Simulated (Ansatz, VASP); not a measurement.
**One calculation of P, two programs**

```xyz
4
Lattice="1.7049 -5.8120 0.0000 1.7049 5.8120 0.0000 0.0000 0.0000 4.4894" Properties=species:S:1:pos:R:3 pbc="T T T"
P     1.7049    4.7185    4.1021
P     1.7049   -1.0935    2.6320
P     1.7049   -4.7185    0.3873
P     1.7049    1.0935    1.8574
```

Change from the starting cell: strain +0.030 along x and y, -0.015 along z, atoms carried along.

Alike in both runs: task single point; functional PBE; k mesh 10 × 10 × 8; occupations gaussian, width 0.03 eV; no spin polarisation.

|  | VASP | Ansatz |
| --- | --- | --- |
| version | VASP 6.6.1 | Ansatz 0.2.0 |
| potentials or method | VASP PAW PBE potentials, release 64 (P), cutoff 520 eV | scalar-relativistic, plane waves, PAW |
| valence electrons in the cell | 20 | 20 |

|  | VASP | Ansatz | Ansatz less VASP |
| --- | --- | --- | --- |
| gap on the k mesh at the Fermi level (eV) | 0.02 | 0.04 | +0.015 |
| least direct gap on the mesh (eV) | 0.02 | 0.04 | +0.015 |
| pressure (GPa) | -3.1 | -2.8 | +0.27 |
| traceless stress, the component that is largest in VASP (GPa) | 2.51 | 2.50 | -0.008 |
| rms of the force components (eV/Å) | 0.270 | 0.259 | -0.0115 |

Atom by atom the forces differ by 0.027 eV/Å (rms over components). With one functional, cell and mesh, what is left measures potentials, basis and numerics.
